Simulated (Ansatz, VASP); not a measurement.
# Two plane-wave programs on BeH

Contents of INCAR:

```
SYSTEM = BeH
PREC = Accurate ; ENCUT = 600
EDIFF = 1E-6 ; ISMEAR = 0
SIGMA = 0.1 ; LREAL = .FALSE.
LASPH = .TRUE. ; NELM = 120
ALGO = Normal ; ISIF = 2
LWAVE = .FALSE. ; LCHARG = .FALSE.
GGA = PE ; NBANDS = 8
GGA_COMPAT = .FALSE.
```

KPOINTS

```
Automatic mesh
0
G
  8 8 8
  0 0 0
```

The input POSCAR:

```
BeH
1.0
    0.0000000000      1.9682323912      1.9682323912
    1.9682323912      0.0000000000      1.9682323912
    1.9682323912      1.9682323912      0.0000000000
Be H
1 1
Direct
    0.0000000000      0.0000000000      0.0000000000
    0.7500000000      0.7500000000      0.7500000000
```

Input for Ansatz:

```yaml
crystal:
  lattice:
    - [0.0, 1.9682323912, 1.9682323912]
    - [1.9682323912, 0.0, 1.9682323912]
    - [1.9682323912, 1.9682323912, 0.0]
  atoms:
    - { symbol: Be, position: [0.0, 0.0, 0.0] }
    - { symbol: H, position: [0.75, 0.75, 0.75] }
basis:
  ecutwfc: 420
kpoints:
  mp_grid: { grid: [8, 8, 8] }
hamiltonian:
  xc: pbe
scf:
  occupations: { method: gaussian, width: 0.1 }
  lower_state_search: "off"
output:
  forces: true
  stress: true
  eigenvalues: true
```

Alike in both runs: task single point; functional PBE; k mesh 8 × 8 × 8; occupations gaussian, width 0.1 eV; no spin polarisation.

|  | VASP | Ansatz |
| --- | --- | --- |
| version | VASP 6.6.1 | Ansatz 0.2.0 |
| potentials or method | VASP PAW PBE potentials, release 64 (Be, H), cutoff 600 eV | scalar-relativistic, plane waves, PAW |
| valence electrons in the cell | 3 | 3 |

|  | VASP | Ansatz | Ansatz less VASP |
| --- | --- | --- | --- |
| gap on the k mesh at the Fermi level (eV) | none | none | - |
| pressure (GPa) | -14.8 | -14.8 | 0.00 |

A gap of «none» marks a metal or a gap that the smearing closes.
